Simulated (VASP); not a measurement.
**SiMo6: single point with PBEsol**

SiMo6, a slab with vacuum:

```
Mo Si
1.0
     4.42568    0.00000    0.00000
    -2.21284    3.83275    0.00000
     0.00000    0.00000   19.72477
Mo Si
6 1
Direct
  0.66667 0.33333 0.20279
  0.33333 0.66667 0.24859
  0.00000 0.00000 0.29439
  0.66667 0.33333 0.33681
  0.33333 0.66667 0.37723
  0.00000 0.00000 0.41698
  0.00000 0.88889 0.53227
```

| Quantity | Value |
| --- | --- |
| Program | VASP 6.6.1 |
| Task | single point |
| Functional | PBEsol |
| Potentials or basis | VASP PAW PBE potentials, release 64 (Mo_sv, Si) |
| Cutoff | 520 eV |
| k mesh | 6 × 6 × 1 |
| Occupations | gaussian, width 0.1 eV |
| Spin | no spin polarisation |

```json
{
 "Largest force": "2.405 eV/Å",
 "Band gap on the k mesh": "zero (bands 44 and 45 overlap by 0.08 eV)"
}
```

Forces on the atoms (eV/Å):
```
Mo   0.023 -0.012  2.003
Mo   0.011  0.020 -0.447
Mo   0.023 -0.132 -2.401
Mo  -0.080  0.067 -0.765
Mo  -0.144  0.194  1.337
Mo  -0.118  0.289  0.251
Si   0.285 -0.425  0.023
```

Levels at points of the mesh, in eV from the Fermi level:
```
           k point  band 40  band 41  band 42  band 43  band 44  band 45  band 46  band 47  band 48  band 49
(0.00, 0.00, 0.00)    -1.23    -1.23    -1.20    -1.16    -0.22     0.41     0.50     1.04     1.22     1.23
(0.50, 0.00, 0.00)    -1.43    -1.17    -0.70    -0.20    -0.02     0.13     0.43     0.54     1.16     1.39
(0.00, 0.50, 0.00)    -1.45    -1.08    -0.63    -0.23    -0.10     0.11     0.46     0.60     0.99     1.38
(0.50, 0.50, 0.00)    -1.42    -1.28    -0.72    -0.22    -0.01     0.13     0.37     0.39     1.31     1.44
```

Wall time 8.5 min on 1 thread of AMD EPYC 9R45 96-Core Processor (Zen 5), on a shared host, peak memory 0.59 GiB.

Caveat: the PAW data sets were made with another functional, which shifts forces and pressure a little.
